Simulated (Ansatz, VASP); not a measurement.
GaAs: VASP beside Ansatz

```xyz
2
Lattice="0.0000 2.7149 2.7149 2.7149 0.0000 2.7149 2.7149 2.7149 0.0000" Properties=species:S:1:pos:R:3 pbc="T T T"
Ga    0.0000    0.0000    0.0000
As    1.3575    1.3575    1.3575
```

Change from the starting cell: volume scaled by 0.88, PAW files.

Alike in both runs: task single point; functional r2SCAN; k mesh 11 × 11 × 11; occupations fermi-dirac, width 0.08 eV; no spin polarisation.

|  | VASP | Ansatz |
| --- | --- | --- |
| version | VASP 6.6.1 | Ansatz 0.2.0 |
| potentials or method | VASP PAW PBE potentials, release 64 (Ga_d, As) | PAW with Ansatz's default frozen-core files, scalar-relativistic |
| plane-wave cutoff (eV) | 520 | 500 |
| valence electrons in the cell | 18 | 28 |

VASP gave:

- pressure (GPa): 12.6

Task: Which values does Ansatz return?

Result: Pressure (GPa): 12.4.

VASP's potentials were made for PBE, not for r2SCAN. VASP's potentials hold 18 valence electrons a cell and Ansatz's 28, so a difference there can come from the potentials and not from the codes.
